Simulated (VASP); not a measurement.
**Zn9O8 (a cell with a defect): relaxation of the atoms with LDA**

The system is Zn9O8 (a cell with a defect).

```
CELL_PARAMETERS angstrom
-3.21900 -5.57547 0.00000
4.82850 -2.78774 0.00000
0.00000 0.00000 5.14890
ATOMIC_POSITIONS crystal
Zn 0.50000 0.33333 0.00000
Zn 0.50000 0.66667 0.50000
Zn 0.25000 0.83333 0.00000
Zn 0.25000 0.16667 0.50000
Zn 0.00000 0.33333 0.00000
Zn 0.00000 0.66667 0.50000
Zn 0.75000 0.83333 0.00000
Zn 0.75000 0.16667 0.50000
Zn 0.75921 0.65093 0.66817
O 0.50000 0.33333 0.38160
O 0.50000 0.66667 0.88160
O 0.25000 0.83333 0.38160
O 0.25000 0.16667 0.88160
O 0.00000 0.33333 0.38160
O 0.00000 0.66667 0.88160
O 0.75000 0.83333 0.38160
O 0.75000 0.16667 0.88160
```

```yaml
Program: VASP 6.6.1
Task: relaxation of the atoms
Functional: LDA
Potentials_or_basis: VASP PAW LDA potentials, release 64 (Zn, O)
Cutoff: 520 eV
k_mesh: 2 × 2 × 2
Occupations: gaussian, width 0.05 eV
Spin: no spin polarisation
Dipole_correction: no
Further_INCAR_settings: LREAL = Auto; ALGO = Normal; EDIFF = 1e-06; IBRION = 2; EDIFFG = -0.03; NSW = 80
```

| Item | Value |
| --- | --- |
| Energy gained by relaxing | 370.7 meV/atom |
| Ionic steps | 75 |
| Pressure after relaxing | 15.0 GPa |
| Largest force after relaxing | 0.029 eV/Å |
| Band gap on the k mesh | 0.39 eV |

Forces in eV/Å, atoms in the order of the input:
```
Zn   0.006  0.015 -0.012
Zn   0.003  0.002 -0.003
Zn  -0.001  0.003 -0.005
Zn   0.007 -0.001 -0.002
Zn   0.002  0.008  0.005
Zn  -0.016  0.010 -0.012
Zn   0.002 -0.002  0.020
Zn   0.000 -0.004 -0.015
Zn   0.009 -0.010  0.003
O   -0.010 -0.007 -0.006
O    0.006  0.002  0.002
O   -0.001 -0.012 -0.008
O   -0.005  0.007  0.005
O   -0.009 -0.003 -0.007
O    0.011 -0.001  0.007
O   -0.012 -0.010  0.025
O    0.007  0.003  0.003
```

Stress tensor (GPa, compression positive):
```
14.00 -0.20 -0.01
-0.20 11.40 -0.08
-0.01 -0.08 19.46
```

Step by step:
```tsv
step	energy change (eV)	largest force (eV/Å)	pressure (GPa)
1	0.0000	14.6888	26.30
3	-4.1634	3.9384	18.80
5	-5.0197	2.4577	16.48
7	-5.4059	1.1382	14.90
9	-5.5683	0.8131	14.41
11	-5.6652	0.4799	14.08
13	-5.7409	0.3332	13.79
15	-5.7696	0.2038	13.76
17	-5.7791	0.1202	13.78
19	-5.7880	0.0964	13.84
21	-5.7944	0.0986	13.92
23	-5.7967	0.0566	13.92
25	-5.7988	0.0540	13.95
27	-5.8010	0.0832	14.00
29	-5.8033	0.2034	14.19
31	-5.8062	0.1016	14.12
33	-5.8087	0.1079	14.21
35	-5.8166	0.1896	14.40
37	-5.8176	0.2429	14.49
39	-5.8258	0.3238	14.59
41	-5.8299	1.0333	14.89
43	-5.8447	0.5911	14.79
45	-5.8811	1.1243	14.85
47	-5.9388	1.2277	14.77
49	-5.9423	1.2471	14.78
51	-6.0458	0.5581	14.62
53	-6.0814	0.7878	14.60
55	-6.1553	0.4800	14.69
57	-6.2308	0.4934	14.72
59	-6.2646	0.2014	14.96
61	-6.2791	0.1810	14.97
63	-6.2880	0.2126	15.01
65	-6.2942	0.1035	14.98
67	-6.2972	0.0758	14.97
69	-6.2991	0.0812	14.98
71	-6.3003	0.0444	14.97
73	-6.3007	0.0338	14.97
75	-6.3012	0.0294	14.95
```

Final structure:
```yaml
crystal:
  lattice:
    - [-3.21900, -5.57547, 0.00000]
    - [4.82850, -2.78774, 0.00000]
    - [0.00000, 0.00000, 5.14890]
  atoms:
    - { symbol: Zn, position: [0.49356, 0.34226, 0.00735] }
    - { symbol: Zn, position: [0.49019, 0.67085, 0.48842] }
    - { symbol: Zn, position: [0.25015, 0.83597, 0.99538] }
    - { symbol: Zn, position: [0.26008, 0.15650, 0.49529] }
    - { symbol: Zn, position: [0.02985, 0.30377, 0.00190] }
    - { symbol: Zn, position: [0.98757, 0.67060, 0.39359] }
    - { symbol: Zn, position: [0.71863, 0.88375, 0.00680] }
    - { symbol: Zn, position: [0.74894, 0.18967, 0.48239] }
    - { symbol: Zn, position: [0.80600, 0.55218, 0.73643] }
    - { symbol: O, position: [0.49017, 0.34218, 0.37405] }
    - { symbol: O, position: [0.49485, 0.67128, 0.87775] }
    - { symbol: O, position: [0.24967, 0.83313, 0.37814] }
    - { symbol: O, position: [0.26991, 0.15751, 0.86789] }
    - { symbol: O, position: [0.01574, 0.29743, 0.36354] }
    - { symbol: O, position: [0.98894, 0.67396, 0.00977] }
    - { symbol: O, position: [0.71195, 0.87428, 0.36815] }
    - { symbol: O, position: [0.75301, 0.19562, 0.87414] }
```

Levels at points of the mesh, in eV from the valence-band top:
| k point | band 75 | band 76 | band 77 | band 78 | band 79 | band 80 | band 81 | band 82 |
| --- | --- | --- | --- | --- | --- | --- | --- | --- |
| (0.00, 0.00, 0.00) | -2.48 | -2.25 | -2.18 | -2.12 | 1.41 | 2.42 | 2.66 | 2.96 |
| (0.50, 0.00, 0.00) | -2.68 | -2.66 | -2.56 | -0.58 | 0.39 | 2.40 | 3.27 | 3.88 |
| (0.00, 0.50, 0.00) | -2.75 | -2.67 | -2.61 | -0.33 | 0.63 | 2.09 | 2.73 | 3.09 |
| (0.50, 0.50, 0.00) | -3.00 | -2.91 | -2.88 | 0.00 | 1.47 | 1.63 | 2.17 | 3.28 |
| (0.00, 0.00, 0.50) | -2.99 | -2.45 | -2.34 | -0.50 | 0.63 | 2.38 | 2.57 | 2.92 |
| (0.50, 0.00, 0.50) | -2.99 | -2.91 | -2.66 | -0.28 | 1.54 | 1.78 | 2.42 | 3.21 |
| (0.00, 0.50, 0.50) | -3.09 | -2.90 | -2.84 | -0.45 | 1.61 | 1.95 | 2.05 | 2.76 |
| (0.50, 0.50, 0.50) | -3.36 | -3.03 | -2.76 | -0.33 | 1.96 | 2.09 | 2.64 | 2.96 |

Wall time 52 min on 4 MPI ranks on Oxide Virtual Turin-like Processor, with other jobs on the host, peak memory 0.18 GiB a rank.

Caveat: the k points lie up to 0.61 Å⁻¹ apart.
